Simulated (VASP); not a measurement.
Wanted: the native input for a VASP 6.6.1 run.

```yaml
Task: single point
Functional: PBEsol
Potentials_or_basis: VASP PAW PBE potentials, release 64 (Pb_d)
Cutoff: 520 eV
k_mesh: 12 × 12 × 8
Occupations: fermi-dirac, width 0.1 eV
Spin: no spin polarisation
Dipole_correction: no
Further_INCAR_settings: ALGO = Normal; EDIFF = 1e-07; NBANDS = 21
```

The structure of Pb lies in POSCAR:

```
Pb
1.0
   -2.9794969925      2.9306183260      1.6058347447
    2.9306183260     -2.9794969925      1.6058347447
    3.0503565056      3.0503565056     -1.6953561120
Pb
2
Direct
    0.9976815058      0.0023184942      0.0000000000
    0.7523184942      0.2476815058      0.5000000000
```

This cell differs from its parent crystal: volume scaled by 0.92.

The input as run:

INCAR

```
SYSTEM = Pb
PREC = Accurate
ENCUT = 520
EDIFF = 1E-7
ISMEAR = -1
SIGMA = 0.1
LREAL = .False.
LASPH = .True.
NELM = 80
ALGO = Normal
ISIF = 2
LWAVE = .False.
LCHARG = .False.
GGA = PS
NBANDS = 21
```

KPOINTS

```
Automatic mesh
0
Gamma
  12 12 8
  0 0 0
```

Potentials or basis: VASP PAW PBE potentials, release 64 (Pb_d).

Launch:

```console
$ cat potpaw_PBE.64/Pb_d/POTCAR > POTCAR
$ mpirun -np 1 vasp_std > vasp.out
```

It gave:

| Property | Result |
| --- | --- |
| Pressure | 4.5 GPa |
| Largest force | 0.014 eV/Å |
| Band gap on the k mesh | zero (band 14 reaches 9.04 eV, above the bottom of band 15 at 5.18 eV) |

Caveat: the PAW data sets were made with another functional, which shifts forces and pressure a little; spin-orbit coupling is left out, which moves the levels of the heavy elements.

It took 5.8 min on 1 thread of Oxide Virtual Turin-like Processor, on a shared host, peak memory 0.39 GiB.
